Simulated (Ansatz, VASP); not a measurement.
**One calculation of HfBi2O2, two programs**

```
CELL_PARAMETERS angstrom
4.36045 0.00000 0.00000
-2.18023 3.77626 0.00000
0.00000 0.00000 7.31181
ATOMIC_POSITIONS crystal
Hf 0.00000 0.00000 0.00000
Bi 0.00000 0.00000 0.65409
Bi 0.00000 0.00000 0.34591
O 0.33333 0.66667 0.00000
O 0.66667 0.33333 0.00000
```

Alike in both runs: task single point; functional PBE; k mesh 6 × 6 × 4; occupations gaussian, width 0.1 eV; no spin polarisation.

|  | VASP | Ansatz |
| --- | --- | --- |
| version | VASP 6.6.1 | Ansatz 0.2.0 |
| potentials or method | VASP PAW PBE potentials, release 64 (Hf_pv, Bi_d, O), cutoff 520 eV | scalar-relativistic, plane waves, PAW |
| valence electrons in the cell | 52 | 68 |

|  | VASP | Ansatz | Ansatz less VASP |
| --- | --- | --- | --- |
| gap on the k mesh at the Fermi level (eV) | none | none | - |
| pressure (GPa) | 10.5 | 11.1 | +0.63 |
| traceless stress, the component that is largest in VASP (GPa) | 55.50 | 55.97 | +0.472 |
| rms of the force components (eV/Å) | 2.701 | 2.695 | -0.0055 |

Atom by atom the forces differ by 0.005 eV/Å (rms over components). A gap of «none» marks a metal or a gap that the smearing closes. VASP's potentials hold 52 valence electrons a cell and Ansatz's 68, so a difference there can come from the potentials and not from the codes.

Neither program's run includes spin-orbit coupling.
